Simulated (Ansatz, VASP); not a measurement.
# Ta2N: VASP beside Ansatz

File INCAR:

```
  ALGO = Normal
  EDIFF = 1E-7
  ENCUT = 520
  GGA = PE
  ISIF = 2
  ISMEAR = 0
  ISPIN = 2
  LASPH = T
  LCHARG = F
  LMAXMIX = 4
  LORBIT = 11
  LREAL = F
  LWAVE = F
  MAGMOM = 1 1 1 1 0 0
  NBANDS = 40
  NELM = 150
  PREC = Accurate
  SIGMA = 0.1
```

KPOINTS

```
k-points
0
Gamma
  4 4 6
```

The input POSCAR:

```
Ta2N
1.0
    3.3512412594     -4.4697450305      0.0000000000
    3.3512412594      4.4697450305      0.0000000000
    0.0000000000      0.0000000000      3.3441185741
Ta N
4 2
Direct
    0.7147618236      0.7147618236      0.0000000000
    0.2852381764      0.2852381764      0.0000000000
    0.7706139887      0.2293860113      0.0000000000
    0.2293860113      0.7706139887      0.0000000000
    0.0000000000      0.0000000000      0.3027912828
    0.0000000000      0.0000000000      0.6972087172
```

Input for Ansatz:

```yaml
crystal:
  lattice:
    - [3.3512412594, -4.4697450305, 0.0]
    - [3.3512412594, 4.4697450305, 0.0]
    - [0.0, 0.0, 3.3441185741]
  atoms:
    - { symbol: Ta, position: [0.7147618236, 0.7147618236, 0.0], spin: 1.0 }
    - { symbol: Ta, position: [0.2852381764, 0.2852381764, 0.0], spin: 1.0 }
    - { symbol: Ta, position: [0.7706139887, 0.2293860113, 0.0], spin: 1.0 }
    - { symbol: Ta, position: [0.2293860113, 0.7706139887, 0.0], spin: 1.0 }
    - { symbol: "N", position: [0.0, 0.0, 0.3027912828] }
    - { symbol: "N", position: [0.0, 0.0, 0.6972087172] }
basis:
  ecutwfc: 420
kpoints:
  mp_grid: { grid: [4, 4, 6] }
hamiltonian:
  xc: pbe
scf:
  occupations: { method: gaussian, width: 0.1 }
  lower_state_search: "off"
output:
  forces: true
  stress: true
  eigenvalues: true
  populations: true
magnetization:
  spin_polarized: true
```

Alike in both runs: task single point; functional PBE; k mesh 4 × 4 × 6; occupations gaussian, width 0.1 eV; collinear spin.

|  | VASP | Ansatz |
| --- | --- | --- |
| version | VASP 6.6.1 | Ansatz 0.2.0 |
| potentials or method | VASP PAW PBE potentials, release 64 (Ta_pv, N), cutoff 520 eV | scalar-relativistic, plane waves, PAW |
| valence electrons in the cell | 54 | 62 |

VASP gave:

- gap on the k mesh at the Fermi level (eV): none
- pressure (GPa): 0.2
- traceless stress, the component that is largest in VASP (GPa): -0.06
- rms of the force components (eV/Å): 0.015
- net moment per atom (μB): 0.00

Which values does Ansatz return?

gap on the k mesh at the Fermi level (eV): none; pressure (GPa): 0.0; traceless stress, the component that is largest in VASP (GPa): 0.00; rms of the force components (eV/Å): 0.013; net moment per atom (μB): 0.00.

Atom by atom the forces differ by 0.021 eV/Å (rms over components). A gap of «none» marks a metal or a gap that the smearing closes. VASP's potentials hold 54 valence electrons a cell and Ansatz's 62, so a difference there can come from the potentials and not from the codes. Ansatz's warnings: seeded moment not kept.

Spin-orbit coupling is off throughout.
